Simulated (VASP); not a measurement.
# Mg (P6_3/mmc) in VASP: further runs

Mg is run at these levels: r2SCAN; tasks: single point.

Everything below comes from runs of VASP 6.6.1. Logs are shortened: lines on timing, memory, paths and dates and some standing lists are left out, and cuts for length are marked.

## Step 1: The cell of the first run

The structure is hexagonal, space group P6_3/mmc (No. 194). Conventional cell: a = 3.189 Å, b = 3.189 Å, c = 5.127 Å, α = 90.00°, β = 90.00°, γ = 120.00°. Within 4.2 Å of Mg (site symmetry -6m2) lie 12 Mg at 3.16 to 3.19 Å.

## Step 2: Single point, r2SCAN (22.58 Å³/atom)

The input, POSCAR:

```
Mg
1.0
    3.1893931543      0.0000000000      0.0000000000
   -1.5946965772      2.7620954943      0.0000000000
    0.0000000000      0.0000000000      5.1265524683
Mg
2
Direct
    0.3333333333      0.6666666667      0.7500000000
    0.6666666667      0.3333333333      0.2500000000
```

The input, INCAR.step1:

```
ALGO = Normal
EDIFF = 1E-4
ENCUT = 520
GGA = PE
ISMEAR = 0
LASPH = T
LCHARG = F
LREAL = F
LWAVE = T
NBANDS = 9
NELM = 80
PREC = Accurate
SIGMA = 0.05
```

The input, INCAR.step2:

```
ALGO = Normal
EDIFF = 1E-6
ENCUT = 520
ISIF = 2
ISMEAR = 0
ISTART = 1
LASPH = T
LCHARG = F
LMIXTAU = T
LREAL = F
LWAVE = F
METAGGA = R2SCAN
NBANDS = 9
NELM = 80
PREC = Accurate
SIGMA = 0.05
```

The input, KPOINTS:

```
k-points
0
Gamma
  16 16 8
```

Potentials or basis: VASP PAW PBE potentials, release 64 (Mg).

Started as:

```bash
> cat potpaw_PBE.64/Mg/POTCAR > POTCAR
> cp INCAR.step1 INCAR
> mpirun -np 1 vasp_std > vasp.out
> cp INCAR.step2 INCAR
> mpirun -np 1 vasp_std > vasp.out
```

OUTCAR:

```text
EDIFF = 1E-6
   ENCUT = 520
   ISIF = 2
   ISMEAR = 0
   ISTART = 1
   LASPH = T
   LREAL = F
   METAGGA = R2SCAN
   NELM = 80
   PREC = Accurate

 ion  position               nearest neighbor table
   1  0.333  0.667  0.750-   2 3.16   2 3.16   2 3.16   2 3.16   2 3.16   2 3.16
   2  0.667  0.333  0.250-   1 3.16   1 3.16   1 3.16   1 3.16   1 3.16   1 3.16

  LATTYP: Found a hexagonal cell.
 ALAT       =     3.1893931543
 C/A-ratio  =     1.6073755164

  Lattice vectors:

 A1 = (   3.1893931543,   0.0000000000,   0.0000000000)
 A2 = (  -1.5946965772,   2.7620954943,   0.0000000000)
 A3 = (   0.0000000000,   0.0000000000,   5.1265524683)

Analysis of symmetry for initial positions (statically):
=====================================================================
 Subroutine PRICEL returns:
 Original cell was already a primitive cell.

 Routine SETGRP: Setting up the symmetry group for a
 hexagonal supercell.

 Subroutine GETGRP returns: Found 24 space group operations
 (whereof 12 operations were pure point group operations)
 out of a pool of 24 trial point group operations.

The static configuration has the point symmetry D_3d.
 The point group associated with its full space group is D_6h.

Analysis of symmetry for dynamics (positions and initial velocities):
=====================================================================
 Subroutine PRICEL returns:
 Original cell was already a primitive cell.

 Routine SETGRP: Setting up the symmetry group for a
 hexagonal supercell.

 Subroutine GETGRP returns: Found 24 space group operations
 (whereof 12 operations were pure point group operations)
 out of a pool of 24 trial point group operations.

The dynamic configuration has the point symmetry D_3d.
 The point group associated with its full space group is D_6h.

 Subroutine INISYM returns: Found 24 space group operations
 (whereof 12 operations are pure point group operations),
 and found     1 'primitive' translations

----------------------------------------------------------------------------------------

                                     Primitive cell

  volume of cell :      45.1619

  direct lattice vectors                    reciprocal lattice vectors
     3.189393154  0.000000000  0.000000000     0.313539270  0.181021982  0.000000000
    -1.594696577  2.762095494  0.000000000     0.000000000  0.362043963  0.000000000
     0.000000000  0.000000000  5.126552468     0.000000000  0.000000000  0.195062863

  length of vectors
     3.189393154  3.189393154  5.126552468     0.362043963  0.362043963  0.195062863

  position of ions in fractional coordinates (direct lattice)
     0.333333333  0.666666667  0.750000000
     0.666666667  0.333333333  0.250000000

  ion indices of the primitive-cell ions
   primitive index   ion index
                 1           1
                 2           2

----------------------------------------------------------------------------------------

 KPOINTS: k-points

Automatic generation of k-mesh.
 Grid dimensions read from file:
 generate k-points for:   16   16    8

 Generating k-lattice:

  Cartesian coordinates                     Fractional coordinates (reciprocal lattice)
     0.019596204  0.011313874  0.000000000     0.062500000 -0.000000000  0.000000000
     0.000000000  0.022627748  0.000000000     0.000000000  0.062500000  0.000000000
     0.000000000  0.000000000  0.024382858     0.000000000  0.000000000  0.125000000

  Length of vectors
     0.022627748  0.022627748  0.024382858

  Shift w.r.t. Gamma in fractional coordinates (k-lattice)
     0.000000000  0.000000000  0.000000000

 Subroutine IBZKPT returns following result:
 ===========================================

 Found    150 irreducible k-points:

 Following reciprocal coordinates:
            Coordinates               Weight
  0.000000  0.000000  0.000000      1.000000
  0.062500  0.000000  0.000000      6.000000
  0.125000  0.000000  0.000000      6.000000
  0.187500  0.000000  0.000000      6.000000
  0.250000  0.000000  0.000000      6.000000
  0.312500  0.000000  0.000000      6.000000
[... 16 lines left out ...]
  0.187500  0.187500  0.000000      6.000000
  0.250000  0.187500  0.000000     12.000000
 [... further k-points ...]
   k-points           NKPTS =    150   k-points in BZ     NKDIM =    150   number of bands    NBANDS=      9
   number of dos      NEDOS =    301   number of ions     NIONS =      2
   total plane-waves  NPLWV =  23040
   dimension x,y,z NGX =    24 NGY =   24 NGZ =   40
   dimension x,y,z NGXF=    48 NGYF=   48 NGZF=   80
   ions per type =               2
   NGX,Y,Z   is equivalent  to a cutoff of  12.51, 12.51, 12.97 a.u.
   NGXF,Y,Z  is equivalent  to a cutoff of  25.02, 25.02, 25.94 a.u.
 SYSTEM =  unknown system
   PREC   = accura    normal or accurate (medium, high low for compatibility)
   ISTART =      1    job   : 0-new  1-cont  2-samecut
   ICHARG =      0    charge: 1-file 2-atom 10-const
   ISPIN  =      1    spin polarized calculation?
   LNONCOLLINEAR =      F non collinear calculations
   LSORBIT =      F    spin-orbit coupling
   LASPH  =      T    aspherical Exc in radial PAW
   ENCUT  =  520.0 eV  38.22 Ry    6.18 a.u.   5.93  5.93  9.53*2*pi/ulx,y,z
   NELM   =     80;   NELMIN=  2; NELMDL=  0     # of ELM steps
   EDIFF  = 0.1E-05   stopping-criterion for ELM
   LREAL  =      F    real-space projection
   EDIFFG = 0.1E-04   stopping-criterion for IOM
   NSW    =      0    number of steps for IOM
   IBRION =     -1    ionic relax: 0-MD 1-quasi-New 2-CG
   NFREE  =      0    steps in history (QN), initial steepest desc. (CG)
   ISIF   =      2    stress and relaxation
   ISYM   =      2    0-nonsym 1-usesym 2-fastsym
   POTIM  = 0.5000    time-step for ionic-motion
   TEBEG  =    0.0;   TEEND  =   0.0 temperature during run
   PSTRESS=    0.0 pullay stress
   NELECT =       4.0000    total number of electrons
   NUPDOWN=      -1.0000    fix difference up-down
   EMIN   =  10.00;   EMAX   =-10.00  energy-range for DOS
   EFERMI =   0.00;   METHOD = LEGACY
   ISMEAR =     0;   SIGMA  =   0.05  broadening in eV -4-tet -1-fermi 0-gaus
   EFERMI_NEDOS =   21; number of points for ismear=-14 and -15
   IALGO  =     38    algorithm
   IMIX   =      4    mixing-type and parameters
     AMIX     =   0.40;   BMIX     =  1.00
     AMIX_MAG =   1.60;   BMIX_MAG =  1.00
  volume/ion in A,a.u.               =      22.58       152.38
  Fermi-wavevector in a.u.,A,eV,Ry     =   0.729744  1.379017  7.245468  0.532527
  Thomas-Fermi vector in A             =   1.821542
   LORBIT       =      0    0 simple, 1 ext, 2 COOP (PROOUT), +10 PAW based schemes
   METAGGA = R2SCAN    functional components
   LHFCALC =     F    Hartree Fock is set to
   AEXX    =    0.0000 exact exchange contribution
   IVDW    =     0    specifies the selected vdW correction
   LEPSILON=     F    determine dielectric tensor
   LRPA    =     F    only Hartree local field effects (RPA)
 non-spin polarized calculation
 Gauss-broadening in eV      SIGMA  =   0.05
  energy-cutoff  :      520.00
  volume of cell :       45.16
 maximum number of plane-waves:      1231
 NGX is ok and might be reduce to    24
   NGX = 11   NGY = 11   NGZ = 19

 number of electron       4.0000000 magnetization

 Free energy of the ion-electron system (eV)
  ---------------------------------------------------
  ext. energy  EPLUGINS =         0.00000000
  ---------------------------------------------------
  free energy    TOTEN  =        -8.29209795 eV

  energy without entropy =       -8.29068613  energy(sigma->0) =       -8.29139204

 E-fermi :   2.7400     XC(G=0):  -9.0921

 val. band max:        2.7389062360   @ k =   0.3125   0.3125   0.2500
 cond. band min:       2.7407999408   @ k =   0.3125   0.3125   0.2500
 fundamental gap:      0.0018937048
 Fermi energy:         2.7400302002

 k-point     1 :       0.0000    0.0000    0.0000
  band No.  band energies     occupation
      1      -4.7290      2.00000
      2       0.8575      2.00000
      3       1.6352      2.00000
      4      14.4207      0.00000
      5      14.4207      0.00000
      6      14.5869      0.00000
      7      14.5870      0.00000
      8      15.4794      0.00000
      9      17.2405      0.00000

 k-point     2 :       0.0625    0.0000    0.0000
  band No.  band energies     occupation
      1      -4.6467      2.00000
      2       0.9333      2.00000
      3       1.7133      2.00000
      4      12.6878      0.00000
      5      13.4758      0.00000
      6      14.3224      0.00000
      7      15.6405      0.00000
      8      16.3342      0.00000
      9      17.6768      0.00000

 k-point     3 :       0.1250    0.0000    0.0000
  band No.  band energies     occupation
      1      -4.4003      2.00000
      2       1.1608      2.00000
      3       1.9455      2.00000
      4      10.6347      0.00000
      5      12.5832      0.00000
      6      13.3723      0.00000
      7      15.7043      0.00000
      8      16.3927      0.00000
      9      16.7530      0.00000

 k-point     4 :       0.1875    0.0000    0.0000
  band No.  band energies     occupation
      1      -3.9911      2.00000
      2       1.5401      2.00000
      3       2.3240      2.00000
      4       8.6590      0.00000
      5      11.8260      0.00000
      6      12.3466      0.00000
      7      13.7218      0.00000
      8      15.2544      0.00000
      9      16.6879      0.00000
[... 205 lines left out ...]
 k-point    22 :       0.4375    0.1250    0.0000
  band No.  band energies     occupation
      1       0.5401      2.00000
      2       0.7097      2.00000
      3       5.8117      0.00000
      4       6.0588      0.00000
      5       6.1141      0.00000
      6       6.6331      0.00000
      7       8.7214      0.00000
      8      12.1034      0.00000
      9      13.4396      0.00000

 k-point    23 :       0.1875    0.1875    0.0000
  band No.  band energies     occupation
      1      -2.5320      2.00000
      2       2.9079      0.00000
      3       3.5330      0.00000
      4       6.0971      0.00000
      5       6.8639      0.00000
      6      11.1646      0.00000
      7      11.8254      0.00000
      8      12.1932      0.00000
      9      13.2274      0.00000

 k-point    24 :       0.2500    0.1875    0.0000
  band No.  band energies     occupation
      1      -1.7312      2.00000
      2       3.6686      0.00000
      3       3.8053      0.00000
      4       4.9555      0.00000
      5       6.3386      0.00000
      6       9.7416      0.00000
      7      11.0068      0.00000
      8      11.1078      0.00000
      9      12.5718      0.00000

 [... further k-points ...]
[... 5 lines left out ...]
  --------------------------------------------------------------------------------------
  -------------------------------------------------------------------------------------
  Total       -0.0775674     -0.0775674     -0.0773204      0.0000000      0.0000000     -0.0000000
  in kB       -2.7518058     -2.7518058     -2.7430418      0.0000000      0.0000000     -0.0000000
  external PRESSURE =      -2.7488845 kB  Pullay stress =       0.0000000 kB

 VOLUME and BASIS-vectors are now :
 -----------------------------------------------------------------------------
  energy-cutoff  :      520.00
  volume of cell :       45.16
      direct lattice vectors                 reciprocal lattice vectors
     3.189393154  0.000000000  0.000000000     0.313539270  0.181021982  0.000000000
    -1.594696577  2.762095494  0.000000000     0.000000000  0.362043963  0.000000000
     0.000000000  0.000000000  5.126552468     0.000000000  0.000000000  0.195062863

 POSITION                                       TOTAL-FORCE (eV/Angst)
 -----------------------------------------------------------------------------------
     -0.00000      1.84140      3.84491        -0.000000      0.000000      0.000000
      1.59470      0.92070      1.28164         0.000000     -0.000000      0.000000
 -----------------------------------------------------------------------------------
    total drift:                                0.000000     -0.000000      0.000000

  FREE ENERGIE OF THE ION-ELECTRON SYSTEM (eV)
  ---------------------------------------------------
  free  energy   TOTEN  =        -8.2920979491 eV

  energy  without entropy=       -8.2906861325  energy(sigma->0) =       -8.29139204
```

It took 84 s on 1 thread of Intel Xeon Platinum 8259CL at 2.50GHz (Skylake/Cascade Lake), shared host; peak memory 0.2 GiB.

What came out:

```yaml
Free_energy: -8.2921 eV
Pressure: -0.3 GPa
Band_gap_on_the_k_mesh: zero (bands 2 and 3 overlap by 2.11 eV)
```

Levels at points of the mesh, in eV from the Fermi level:
```
           k point  band 1  band 2  band 3  band 4  band 5  band 6  band 7
(0.00, 0.00, 0.00)   -7.47   -1.88   -1.10   11.68   11.68   11.85   11.85
(0.50, 0.00, 0.00)   -2.43   -2.26    2.85    3.14    3.69    4.09    7.37
(0.00, 0.00, 0.50)   -5.95   -5.95    5.60    5.60   12.45   12.45   12.45
(0.50, 0.00, 0.50)   -1.29   -1.29   -0.41   -0.41    8.59    8.59    8.65
```

Caveat: the PAW data sets were made with another functional, which shifts forces and pressure a little.

## Step 3: Single point, r2SCAN (22.88 Å³/atom)

This run uses another cell than the first one, of 22.88 Å³/atom.

The input, POSCAR:

```
Mg
1.0
    3.2032638619      0.0000000000      0.0000000000
   -1.6016319309      2.7741078794      0.0000000000
    0.0000000000      0.0000000000      5.1488479040
Mg
2
Direct
    0.3333333333      0.6666666667      0.7500000000
    0.6666666667      0.3333333333      0.2500000000
```

The input, INCAR.step1:

```
SYSTEM = Mg
PREC = Accurate
ENCUT = 520
ISMEAR = 0
SIGMA = 0.05
LREAL = .False.
LASPH = .True.
NELM = 80
NBANDS = 9
GGA = PE
ALGO = Normal
EDIFF = 1E-4
LWAVE = .True.
LCHARG = .False.
```

The input, INCAR.step2:

```
SYSTEM = Mg
PREC = Accurate
ENCUT = 520
EDIFF = 1E-7
ISMEAR = 0
SIGMA = 0.05
LREAL = .False.
LASPH = .True.
NELM = 80
ALGO = Normal
ISIF = 2
LWAVE = .False.
LCHARG = .True.
METAGGA = R2SCAN
LMIXTAU = .True.
LELF = .True.
LVHAR = .True.
NBANDS = 9
ISTART = 1
```

The input, KPOINTS:

```
Automatic mesh
0
Gamma
  16 16 8
  0 0 0
```

Potentials or basis: VASP PAW PBE potentials, release 64 (Mg).

Started as:

```bash
> cat potpaw_PBE.64/Mg/POTCAR > POTCAR
> cp INCAR.step1 INCAR
> mpirun -np 1 vasp_std > vasp.out
> cp INCAR.step2 INCAR
> mpirun -np 1 vasp_std > vasp.out
```

Wall time 1.9 min (1 thread of Intel Xeon Platinum 8259CL at 2.50GHz (Skylake/Cascade Lake), shared host); peak memory 0.21 GiB.

Results (log left out):

| Quantity | Value |
| --- | --- |
| Free energy | -8.2901 eV |
| Pressure | -0.8 GPa |
| Band gap on the k mesh | zero (bands 2 and 3 overlap by 2.11 eV) |

Levels at points of the mesh, in eV from the Fermi level:
| k point | band 1 | band 2 | band 3 | band 4 | band 5 | band 6 | band 7 |
| --- | --- | --- | --- | --- | --- | --- | --- |
| (0.00, 0.00, 0.00) | -7.41 | -1.86 | -1.11 | 11.60 | 11.60 | 11.74 | 11.74 |
| (0.50, 0.00, 0.00) | -2.41 | -2.25 | 2.83 | 3.13 | 3.65 | 4.06 | 7.30 |
| (0.00, 0.00, 0.50) | -5.91 | -5.91 | 5.56 | 5.56 | 12.37 | 12.37 | 12.37 |
| (0.50, 0.00, 0.50) | -1.27 | -1.27 | -0.41 | -0.41 | 8.54 | 8.54 | 8.57 |

Caveat: the PAW data sets were made with another functional, which shifts forces and pressure a little.
